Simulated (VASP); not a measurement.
Set up this calculation in VASP 6.6.1, as the native input.

```
Task                   : single point
Functional             : PBE
Potentials or basis    : VASP PAW PBE potentials, release 64 (Na_pv, I)
Cutoff                 : 520 eV
k mesh                 : 6 × 6 × 6
Occupations            : gaussian, width 0.05 eV
Spin                   : no spin polarisation
Dipole correction      : no
Further INCAR settings : ALGO = Normal; EDIFF = 1e-06; NBANDS = 14
```

The structure of NaI lies in POSCAR:

```
NaI
1.0
    0.0283185000      3.2364000000      3.2364000000
    3.2647185000      0.0000000000      3.2647185000
    3.2364000000      3.2364000000      0.0283185000
Na I
1 1
Direct
    0.0000000000      0.0000000000      0.0000000000
    0.5000000000      0.5000000000      0.5000000000
```

This cell differs from its parent crystal: strain +0.0175 x Voigt [0, 0, 0, 0, 1, 0].

One way to write it, as run:

INCAR

```
ALGO     = Normal         # electronic algorithm
EDIFF    = 1E-6           # SCF threshold, eV
ENCUT    = 520            # plane-wave cutoff, eV
GGA      = PE             # functional
ISIF     = 2              # what is computed and relaxed
ISMEAR   = 0              # smearing method
LASPH    = T              # aspherical terms in the spheres
LCHARG   = T              # write CHGCAR
LELF     = T              # ELF
LREAL    = F              # projectors in reciprocal space
LVHAR    = T            
LWAVE    = F              # write WAVECAR
NBANDS   = 14             # bands
NELM     = 60             # most SCF steps
PREC     = Accurate       # precision mode
SIGMA    = 0.05           # smearing width, eV
```

KPOINTS

```
k-points
0
Gamma
  6 6 6
```

Potentials or basis: VASP PAW PBE potentials, release 64 (Na_pv, I).

Launch:

```console
$ cat potpaw_PBE.64/Na_pv/POTCAR potpaw_PBE.64/I/POTCAR > POTCAR
$ mpirun -np 1 vasp_std > vasp.out
```

Results of the run:

```
Pressure               : 0.4 GPa
Band gap on the k mesh : 3.60 eV
```

Caveat: the cell differs from its parent crystal (strain +0.0175 x Voigt [0, 0, 0, 0, 1, 0]); spin-orbit coupling is left out, which moves the levels of the heavy elements.

Wall time 28 s on 1 thread of Intel(R) Xeon(R) Platinum 8488C (Sapphire Rapids) (shared host), peak memory 0.22 GiB.
